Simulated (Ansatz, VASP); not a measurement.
# V: VASP beside Ansatz

```xyz
1
Lattice="-1.4986 1.4986 1.4986 1.4986 -1.4986 1.4986 1.4986 1.4986 -1.4986" Properties=species:S:1:pos:R:3 pbc="T T T"
V     0.0000    0.0000    0.0000
```

Alike in both runs: task relaxation of cell and atoms; functional PBE; k mesh 20 × 20 × 20; occupations fermi-dirac, width 0.15 eV; no spin polarisation.

```csv
,VASP,Ansatz
version,VASP 6.6.1,Ansatz 0.2.0
potentials or method,"VASP PAW PBE potentials, release 64 (V_sv), cutoff 600 eV","scalar-relativistic, plane waves, PAW"
valence electrons in the cell,13,13
```

Ansatz gave:

- gap on the k mesh at the Fermi level, each at its own relaxed structure (eV): none
- relaxed volume (Å³/atom): 13.52
- relaxed cell length with the largest relative difference (Å): 2.599

Q: Which values does VASP return?

A: gap on the k mesh at the Fermi level, each at its own relaxed structure (eV): none; relaxed volume (Å³/atom): 13.53; relaxed cell length with the largest relative difference (Å): 2.600.

A gap of «none» marks a metal or a gap that the smearing closes.
